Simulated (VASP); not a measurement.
# Na2CdS2 (P-3m1) in VASP: a series of runs

Na2CdS2 is run at these levels: PBE; tasks: single point, relaxation of cell and atoms.

All numbers are computed with VASP 6.6.1; they aren't measurements. Logs are shortened: lines on timing, memory, paths and dates and some standing lists are left out, and cuts for length are marked.

### Step 1. The cell of the first run

Symmetry: P-3m1, No. 164, trigonal system. The conventional cell has a = 4.725 Å, b = 4.725 Å, c = 8.625 Å, α = 90.00°, β = 90.00°, γ = 120.00°. Within 3.6 Å of Na (site symmetry 3m) lie 3 S at 2.75 Å. Within 3.1 Å of Cd (site symmetry -3m) lie 2 S at 2.33 Å. Within 3.1 Å of S (site symmetry 3m) lie 1 Cd at 2.33 Å and 3 Na at 2.75 Å.

### Step 2. Single point, PBE

Contents of INCAR:

```
SYSTEM = Na2CdS2
ALGO = Normal ; EDIFF = 1E-6
ENCUT = 520 ; GGA = PE
ISIF = 2 ; ISMEAR = 0
LASPH = .TRUE. ; LCHARG = .FALSE.
LREAL = .FALSE. ; LWAVE = .FALSE.
NBANDS = 27 ; NELM = 100
PREC = Accurate ; SIGMA = 0.02
```

Contents of KPOINTS:

```
k-points
0
G
  6 6 4
  0 0 0
```

Contents of POSCAR:

```
Na2CdS2
1.0
    4.7250766487      0.0000000000      0.0000000000
   -2.3625383243      4.0920364126      0.0000000000
    0.0000000000      0.0000000000      8.6249488970
Na Cd S
2 1 2
Direct
    0.3333333333      0.6666666667      0.3102199514
    0.6666666667      0.3333333333      0.6897800486
    0.0000000000      0.0000000000      0.0000000000
    0.0000000000      0.0000000000      0.2704756411
    0.0000000000      0.0000000000      0.7295243589
```

Potentials or basis: VASP PAW PBE potentials, release 64 (Na_pv, Cd, S).

Started as:

```
$ cat potpaw_PBE.64/Na_pv/POTCAR potpaw_PBE.64/Cd/POTCAR potpaw_PBE.64/S/POTCAR > POTCAR
$ mpirun -np 1 vasp_std > vasp.out
```

OUTCAR:

```text
SYSTEM = Na2CdS2
   EDIFF = 1E-6
   ENCUT = 520
   GGA = PE
   ISIF = 2
   ISMEAR = 0
   LASPH = .TRUE.
   LREAL = .FALSE.
   NELM = 100
   PREC = Accurate

 ion  position               nearest neighbor table
   1  0.333  0.667  0.310-   4 2.75   4 2.75   4 2.75
   2  0.667  0.333  0.690-   5 2.75   5 2.75   5 2.75
   3  0.000  0.000  0.000-   4 2.33   5 2.33
   4  0.000  0.000  0.270-   3 2.33   1 2.75   1 2.75   1 2.75
   5  0.000  0.000  0.730-   3 2.33   2 2.75   2 2.75   2 2.75

  LATTYP: Found a hexagonal cell.
 ALAT       =     4.7250766487
 C/A-ratio  =     1.8253563991

  Lattice vectors:

 A1 = (   4.7250766487,   0.0000000000,   0.0000000000)
 A2 = (  -2.3625383243,   4.0920364126,   0.0000000000)
 A3 = (   0.0000000000,   0.0000000000,   8.6249488970)

Analysis of symmetry for initial positions (statically):
=====================================================================
 Subroutine PRICEL returns:
 Original cell was already a primitive cell.

 Routine SETGRP: Setting up the symmetry group for a
 hexagonal supercell.

 Subroutine GETGRP returns: Found 12 space group operations
 (whereof 12 operations were pure point group operations)
 out of a pool of 24 trial point group operations.

The static configuration has the point symmetry D_3d.

Analysis of symmetry for dynamics (positions and initial velocities):
=====================================================================
 Subroutine PRICEL returns:
 Original cell was already a primitive cell.

 Routine SETGRP: Setting up the symmetry group for a
 hexagonal supercell.

 Subroutine GETGRP returns: Found 12 space group operations
 (whereof 12 operations were pure point group operations)
 out of a pool of 24 trial point group operations.

The dynamic configuration has the point symmetry D_3d.

 Subroutine INISYM returns: Found 12 space group operations
 (whereof 12 operations are pure point group operations),
 and found     1 'primitive' translations

----------------------------------------------------------------------------------------

                                     Primitive cell

  volume of cell :     166.7650

  direct lattice vectors                    reciprocal lattice vectors
     4.725076649  0.000000000  0.000000000     0.211636778  0.122188551  0.000000000
    -2.362538324  4.092036413  0.000000000     0.000000000  0.244377102  0.000000000
     0.000000000  0.000000000  8.624948897     0.000000000  0.000000000  0.115942716

  length of vectors
     4.725076649  4.725076649  8.624948897     0.244377102  0.244377102  0.115942716

  position of ions in fractional coordinates (direct lattice)
     0.333333333  0.666666667  0.310219951
     0.666666667  0.333333333  0.689780049
     0.000000000  0.000000000  0.000000000
     0.000000000  0.000000000  0.270475641
     0.000000000  0.000000000  0.729524359

  ion indices of the primitive-cell ions
   primitive index   ion index
                 1           1
                 2           2
                 3           3
                 4           4
                 5           5

----------------------------------------------------------------------------------------

 KPOINTS: k-points

Automatic generation of k-mesh.
 Grid dimensions read from file:
 generate k-points for:    6    6    4

 Generating k-lattice:

  Cartesian coordinates                     Fractional coordinates (reciprocal lattice)
     0.035272796  0.020364759  0.000000000     0.166666667 -0.000000000  0.000000000
     0.000000000  0.040729517  0.000000000     0.000000000  0.166666667  0.000000000
     0.000000000  0.000000000  0.028985679     0.000000000  0.000000000  0.250000000

  Length of vectors
     0.040729517  0.040729517  0.028985679

  Shift w.r.t. Gamma in fractional coordinates (k-lattice)
     0.000000000  0.000000000  0.000000000

 Subroutine IBZKPT returns following result:
 ===========================================

 Found     24 irreducible k-points:

 Following reciprocal coordinates:
            Coordinates               Weight
  0.000000  0.000000  0.000000      1.000000
  0.166667  0.000000  0.000000      6.000000
  0.333333  0.000000  0.000000      6.000000
  0.500000  0.000000  0.000000      3.000000
  0.166667  0.166667  0.000000      6.000000
  0.333333  0.166667  0.000000     12.000000
[... 16 lines left out ...]
  0.333333  0.166667  0.500000     12.000000
  0.333333  0.333333  0.500000      2.000000
   k-points           NKPTS =     24   k-points in BZ     NKDIM =     24   number of bands    NBANDS=     27
   number of dos      NEDOS =    301   number of ions     NIONS =      5
   total plane-waves  NPLWV =  82944
   dimension x,y,z NGX =    36 NGY =   36 NGZ =   64
   dimension x,y,z NGXF=    72 NGYF=   72 NGZF=  128
   ions per type =               2   1   2
   NGX,Y,Z   is equivalent  to a cutoff of  12.67, 12.67, 12.34 a.u.
   NGXF,Y,Z  is equivalent  to a cutoff of  25.33, 25.33, 24.67 a.u.
 SYSTEM =  Na2CdS2
   PREC   = accura    normal or accurate (medium, high low for compatibility)
   ISTART =      0    job   : 0-new  1-cont  2-samecut
   ICHARG =      2    charge: 1-file 2-atom 10-const
   ISPIN  =      1    spin polarized calculation?
   LNONCOLLINEAR =      F non collinear calculations
   LSORBIT =      F    spin-orbit coupling
   LASPH  =      T    aspherical Exc in radial PAW
   ENCUT  =  520.0 eV  38.22 Ry    6.18 a.u.   8.79  8.79 16.04*2*pi/ulx,y,z
   NELM   =    100;   NELMIN=  2; NELMDL= -5     # of ELM steps
   EDIFF  = 0.1E-05   stopping-criterion for ELM
   LREAL  =      F    real-space projection
   EDIFFG = 0.1E-04   stopping-criterion for IOM
   NSW    =      0    number of steps for IOM
   IBRION =     -1    ionic relax: 0-MD 1-quasi-New 2-CG
   NFREE  =      0    steps in history (QN), initial steepest desc. (CG)
   ISIF   =      2    stress and relaxation
   ISYM   =      2    0-nonsym 1-usesym 2-fastsym
   POTIM  = 0.5000    time-step for ionic-motion
   TEBEG  =    0.0;   TEEND  =   0.0 temperature during run
   PSTRESS=    0.0 pullay stress
   NELECT =      38.0000    total number of electrons
   NUPDOWN=      -1.0000    fix difference up-down
   EMIN   =  10.00;   EMAX   =-10.00  energy-range for DOS
   EFERMI =   0.00;   METHOD = LEGACY
   ISMEAR =     0;   SIGMA  =   0.02  broadening in eV -4-tet -1-fermi 0-gaus
   EFERMI_NEDOS =   21; number of points for ismear=-14 and -15
   IALGO  =     38    algorithm
   IMIX   =      4    mixing-type and parameters
     AMIX     =   0.40;   BMIX     =  1.00
     AMIX_MAG =   1.60;   BMIX_MAG =  1.00
  volume/ion in A,a.u.               =      33.35       225.08
  Fermi-wavevector in a.u.,A,eV,Ry     =   0.999926  1.889586 13.603805  0.999851
  Thomas-Fermi vector in A             =   2.132248
   LORBIT       =      0    0 simple, 1 ext, 2 COOP (PROOUT), +10 PAW based schemes
   GGA     = PE    functional components
   LHFCALC =     F    Hartree Fock is set to
   AEXX    =    0.0000 exact exchange contribution
   IVDW    =     0    specifies the selected vdW correction
   LEPSILON=     F    determine dielectric tensor
   LRPA    =     F    only Hartree local field effects (RPA)
 non-spin polarized calculation
 Gauss-broadening in eV      SIGMA  =   0.02
  energy-cutoff  :      520.00
  volume of cell :      166.76
 maximum number of plane-waves:      4530
 NGX is ok and might be reduce to    36
   NGX = 17   NGY = 17   NGZ = 33

 number of electron      38.0000011 magnetization

 Free energy of the ion-electron system (eV)
  ---------------------------------------------------
  ext. energy  EPLUGINS =         0.00000000
  ---------------------------------------------------
  free energy    TOTEN  =       -15.31856516 eV

  energy without entropy =      -15.31856516  energy(sigma->0) =      -15.31856516

 E-fermi :  -0.7905     XC(G=0):  -6.9120

 val. band max:       -0.8892871565   @ k =   0.0000   0.0000   0.0000
 cond. band min:       0.9538720729   @ k =   0.0000   0.0000   0.0000
 fundamental gap:      1.8431592294
 Fermi energy:        -0.7904833829

 k-point     1 :       0.0000    0.0000    0.0000
  band No.  band energies     occupation
      1     -23.3957      2.00000
      2     -23.3924      2.00000
      3     -23.2969      2.00000
      4     -23.2969      2.00000
      5     -23.2961      2.00000
      6     -23.2961      2.00000
[... 19 lines left out ...]
     26       6.8137      0.00000
     27       6.8137      0.00000

 k-point     2 :       0.1667    0.0000    0.0000
  band No.  band energies     occupation
      1     -23.3954      2.00000
      2     -23.3925      2.00000
      3     -23.2980      2.00000
      4     -23.2973      2.00000
      5     -23.2971      2.00000
      6     -23.2962      2.00000
[... 19 lines left out ...]
     26       6.6908      0.00000
     27       7.2200      0.00000

 k-point     3 :       0.3333    0.0000    0.0000
  band No.  band energies     occupation
      1     -23.3947      2.00000
      2     -23.3928      2.00000
      3     -23.3004      2.00000
      4     -23.2996      2.00000
      5     -23.2977      2.00000
      6     -23.2966      2.00000
[... 19 lines left out ...]
     26       6.6161      0.00000
     27       6.9968      0.00000

 k-point     4 :       0.5000    0.0000    0.0000
  band No.  band energies     occupation
      1     -23.3943      2.00000
      2     -23.3932      2.00000
      3     -23.3016      2.00000
      4     -23.3008      2.00000
      5     -23.2979      2.00000
      6     -23.2967      2.00000
[... 19 lines left out ...]
     26       6.2452      0.00000
     27       7.2361      0.00000
[... 516 lines left out ...]
      4     -23.2993      2.00000
      5     -23.2973      2.00000
      6     -23.2969      2.00000
[... 19 lines left out ...]
     26       6.0934      0.00000
     27       6.6492      0.00000

 k-point    23 :       0.3333    0.1667    0.5000
  band No.  band energies     occupation
      1     -23.3942      2.00000
      2     -23.3932      2.00000
      3     -23.3012      2.00000
      4     -23.3004      2.00000
      5     -23.2981      2.00000
      6     -23.2974      2.00000
[... 19 lines left out ...]
     26       6.4465      0.00000
     27       7.0085      0.00000

 k-point    24 :       0.3333    0.3333    0.5000
  band No.  band energies     occupation
      1     -23.3937      2.00000
      2     -23.3937      2.00000
      3     -23.3015      2.00000
      4     -23.3001      2.00000
      5     -23.2984      2.00000
      6     -23.2984      2.00000
[... 19 lines left out ...]
     26       6.7661      0.00000
     27       6.8201      0.00000

------------------------ aborting loop because EDIFF is reached ----------------------------------------

  FORCE on cell =-STRESS in cart. coord.  units (eV):
  Direction    XX          YY          ZZ          XY          YZ          ZX
  --------------------------------------------------------------------------------------
  -------------------------------------------------------------------------------------
  Total        0.0113593      0.0113593      0.3353103      0.0000000      0.0000000      0.0000000
  in kB        0.1091333      0.1091333      3.2214587      0.0000000      0.0000000      0.0000000
  external PRESSURE =       1.1465751 kB  Pullay stress =       0.0000000 kB

 VOLUME and BASIS-vectors are now :
 -----------------------------------------------------------------------------
  energy-cutoff  :      520.00
  volume of cell :      166.76
      direct lattice vectors                 reciprocal lattice vectors
     4.725076649  0.000000000  0.000000000     0.211636778  0.122188551  0.000000000
    -2.362538324  4.092036413  0.000000000     0.000000000  0.244377102  0.000000000
     0.000000000  0.000000000  8.624948897     0.000000000  0.000000000  0.115942716

 POSITION                                       TOTAL-FORCE (eV/Angst)
 -----------------------------------------------------------------------------------
     -0.00000      2.72802      2.67563         0.000000      0.000000     -0.002093
      2.36254      1.36401      5.94932        -0.000000      0.000000      0.002093
      0.00000      0.00000      0.00000         0.000000      0.000000      0.000000
      0.00000      0.00000      2.33284         0.000000      0.000000      0.077003
      0.00000      0.00000      6.29211        -0.000000      0.000000     -0.077003
 -----------------------------------------------------------------------------------
    total drift:                                0.000000     -0.000000      0.000000

  FREE ENERGIE OF THE ION-ELECTRON SYSTEM (eV)
  ---------------------------------------------------
  free  energy   TOTEN  =       -15.3185651599 eV

  energy  without entropy=      -15.3185651599  energy(sigma->0) =      -15.31856516
```

It took 1.8 min on 1 thread of Intel Xeon Platinum 8259CL at 2.50GHz (Skylake/Cascade Lake), shared host; peak memory 0.33 GiB.

Results:

```yaml
Free_energy: -15.3186 eV
Pressure: 0.1 GPa
Largest_force: 0.077 eV/Å
Band_gap_on_the_k_mesh: 1.84 eV
```

Forces on the atoms (eV/Å):
```
Na   0.000  0.000 -0.002
Na   0.000  0.000  0.002
Cd   0.000  0.000  0.000
S    0.000  0.000  0.077
S    0.000  0.000 -0.077
```

A k mesh can miss the band edges.

### Step 3. Relaxation of cell and atoms, PBE

This run uses another cell than the first one, of 32.30 Å³/atom.

Contents of INCAR:

```
PREC = Accurate ; ENCUT = 600
EDIFF = 1E-7 ; ISMEAR = 0
SIGMA = 0.02 ; LREAL = False
LASPH = True ; NELM = 80
ALGO = Normal ; ISIF = 3
LWAVE = False ; LCHARG = False
GGA = PE ; IBRION = 2
NSW = 100 ; EDIFFG = -0.01
```

Contents of KPOINTS:

```
Automatic mesh
0
Gamma
  6 6 4
```

Contents of POSCAR:

```
Na2CdS2
1.0
    4.7273202435      0.0000000000      0.0000000000
   -2.3636601217      4.0939794227      0.0000000000
    0.0000000000      0.0000000000      8.3439569882
Na Cd S
2 1 2
Direct
    0.3333333333      0.6666666667      0.3214874460
    0.6666666667      0.3333333333      0.6785125540
    0.0000000000      0.0000000000      0.0000000000
    0.0000000000      0.0000000000      0.2795790253
    0.0000000000      0.0000000000      0.7204209747
```

Potentials or basis: VASP PAW PBE potentials, release 64 (Na_pv, Cd, S).

Started as:

```
$ cat potpaw_PBE.64/Na_pv/POTCAR potpaw_PBE.64/Cd/POTCAR potpaw_PBE.64/S/POTCAR > POTCAR
$ mpirun -np 1 vasp_std > vasp.out
```

Wall time 25 min (1 thread of Intel Xeon Platinum 8259CL at 2.50GHz (Skylake/Cascade Lake), shared host); peak memory 0.41 GiB.

Results (log left out):

- Free energy: -15.3181 eV
- Relaxed volume: 33.08 Å³/atom
- Relaxed cell: a = 4.730 Å, b = 4.730 Å, c = 8.538 Å, α = 90.00°, β = 90.00°, γ = 120.00°
- Space group after relaxing (to 0.1 Å): P-3m1 (No. 164)
- Energy gained by relaxing: 0.9 meV/atom
- Ionic steps: 21
- Pressure after relaxing: 0.0 GPa
- Largest force after relaxing: 0.006 eV/Å
- Band gap on the k mesh: 1.81 eV

Forces in eV/Å, atoms in the order of the input:
```
Na   0.000  0.000 -0.002
Na   0.000  0.000  0.002
Cd   0.000  0.000  0.000
S    0.000  0.000 -0.006
S    0.000  0.000  0.006
```

Step by step:
| step | energy change (eV) | largest force (eV/Å) | pressure (GPa) | volume (Å³) |
| --- | --- | --- | --- | --- |
| 1 | 0.0000 | 0.0610 | 0.18 | 161.49 |
| 2 | -0.0007 | 0.1143 | -0.11 | 162.31 |
| 3 | -0.0012 | 0.0474 | 0.00 | 161.99 |
| 4 | -0.0014 | 0.0437 | 0.01 | 162.04 |
| 5 | -0.0020 | 0.0323 | 0.02 | 162.20 |
| 6 | -0.0026 | 0.0207 | 0.04 | 162.50 |
| 7 | -0.0026 | 0.0247 | 0.05 | 162.63 |
| 8 | -0.0029 | 0.0288 | -0.04 | 163.49 |
| 9 | -0.0029 | 0.0307 | -0.08 | 163.90 |
| 10 | -0.0030 | 0.0310 | -0.08 | 164.05 |
| 11 | -0.0031 | 0.0322 | -0.07 | 164.47 |
| 12 | -0.0033 | 0.0303 | -0.05 | 164.40 |
| 13 | -0.0036 | 0.0250 | -0.01 | 164.20 |
| 14 | -0.0040 | 0.0223 | 0.08 | 163.78 |
| 15 | -0.0041 | 0.0124 | 0.04 | 164.00 |
| 16 | -0.0041 | 0.0245 | 0.02 | 164.09 |
| 17 | -0.0043 | 0.0276 | 0.01 | 164.34 |
| 18 | -0.0046 | 0.0372 | -0.04 | 165.11 |
| 19 | -0.0046 | 0.0409 | -0.06 | 165.42 |
| 20 | -0.0046 | 0.0253 | 0.03 | 165.36 |
| 21 | -0.0047 | 0.0055 | -0.02 | 165.39 |

Final structure:
```xyz
5
Lattice="4.7295 0.0000 0.0000 -2.3648 4.0959 0.0000 0.0000 0.0000 8.5377" Properties=species:S:1:pos:R:3 pbc="T T T"
Na    0.0000    2.7306    2.6808
Na    2.3648    1.3653    5.8569
Cd    0.0000    0.0000    0.0000
S     0.0000    0.0000    2.3399
S     0.0000    0.0000    6.1978
```

Levels at points of the mesh, in eV from the valence-band top:
```csv
k point,band 17,band 18,band 19,band 20,band 21,band 22
"(0.00, 0.00, 0.00)",-0.49,0.00,0.00,1.81,4.82,4.90
"(0.50, 0.00, 0.00)",-0.84,-0.69,-0.15,2.75,3.27,5.38
"(0.00, 0.00, 0.50)",-0.37,-0.14,-0.14,3.09,3.39,5.93
"(0.50, 0.00, 0.50)",-1.14,-0.56,-0.31,3.08,4.26,5.19
```
